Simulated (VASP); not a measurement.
# Al32O (a cell with a defect): single point with PBE

System: Al32O (a cell with a defect).

```
Al O
1.0
     8.10000    0.00000    0.00000
     0.00000    8.10000    0.00000
     0.00000    0.00000    8.10000
Al O
32 1
Direct
  0.49638 0.99314 0.00622
  0.75601 0.25179 0.00963
  0.74904 0.99737 0.25276
  0.99534 0.99761 0.00646
  0.24463 0.25052 0.00407
  0.49682 0.50669 0.00440
  0.74765 0.75162 0.00247
  0.25015 0.00189 0.25306
  0.50266 0.25009 0.24360
  0.74897 0.50398 0.25283
  0.50060 0.99748 0.50121
  0.75820 0.25009 0.49915
  0.74874 0.00190 0.75166
  0.99527 0.50378 0.00653
  0.24658 0.75142 0.00941
  0.99217 0.25179 0.24581
  0.24991 0.49916 0.25152
  0.49779 0.75173 0.25458
  0.99559 0.99315 0.50542
  0.21646 0.24404 0.48972
  0.50133 0.49816 0.50047
  0.74723 0.75173 0.50401
  0.24259 0.98785 0.75922
  0.51205 0.24404 0.78538
  0.75028 0.49915 0.75190
  0.99934 0.75162 0.25415
  0.99742 0.50668 0.50498
  0.24956 0.74910 0.50319
  0.99775 0.25052 0.75716
  0.24179 0.50934 0.76002
  0.49862 0.74910 0.75223
  0.99239 0.75142 0.75522
  0.39441 0.31036 0.60741
```

```
Program             : VASP 6.6.1
Task                : single point
Functional          : PBE
Potentials or basis : VASP PAW PBE potentials, release 64 (Al, O)
Cutoff              : 520 eV
k mesh              : 3 × 3 × 3
Occupations         : fermi-dirac, width 0.05 eV
Spin                : no spin polarisation
```

* Pressure: 1.1 GPa
* Largest force: 1.352 eV/Å
* Band gap on the k mesh: zero (bands 51 and 52 overlap by 0.37 eV)

Forces in eV/Å, atoms in the order of the input:
```
Al   0.001 -0.030  0.026
Al  -0.008  0.013  0.000
Al   0.024 -0.029 -0.022
Al   0.023  0.004 -0.025
Al   0.009 -0.012  0.007
Al   0.007 -0.054 -0.022
Al  -0.001  0.006  0.007
Al  -0.002 -0.027  0.023
Al  -0.010 -0.052  0.024
Al  -0.013 -0.029  0.014
Al   0.031 -0.178 -0.028
Al  -0.023 -0.054  0.008
Al  -0.024 -0.027  0.005
Al  -0.012 -0.008  0.011
Al   0.002  0.020 -0.012
Al   0.001  0.014  0.007
Al  -0.007 -0.016 -0.028
Al  -0.003 -0.018 -0.010
Al  -0.026 -0.030 -0.002
Al   0.033 -0.178 -0.023
Al  -0.011 -0.132  0.014
Al   0.005 -0.020  0.000
Al   0.063 -0.016 -0.066
Al   0.020 -0.176 -0.038
Al   0.033 -0.015  0.011
Al  -0.004  0.005 -0.001
Al   0.021 -0.055 -0.007
Al  -0.005 -0.086  0.005
Al  -0.008 -0.011 -0.009
Al  -0.020 -0.084  0.026
Al  -0.005 -0.089  0.007
Al   0.011  0.019 -0.003
O   -0.103  1.345  0.101
```

Stress tensor (GPa, compression positive):
```
 1.25 -0.01  0.16
-0.01  0.83  0.01
 0.16  0.01  1.26
```

Levels at points of the mesh, in eV from the Fermi level:
| k point | band 49 | band 50 | band 51 | band 52 | band 53 | band 54 |
| --- | --- | --- | --- | --- | --- | --- |
| (0.00, 0.00, 0.00) | 0.07 | 0.09 | 0.22 | 0.23 | 0.29 | 0.47 |

It took 41 min on 1 thread of Intel Xeon 8259CL, with other jobs on the host, peak memory 0.67 GiB.
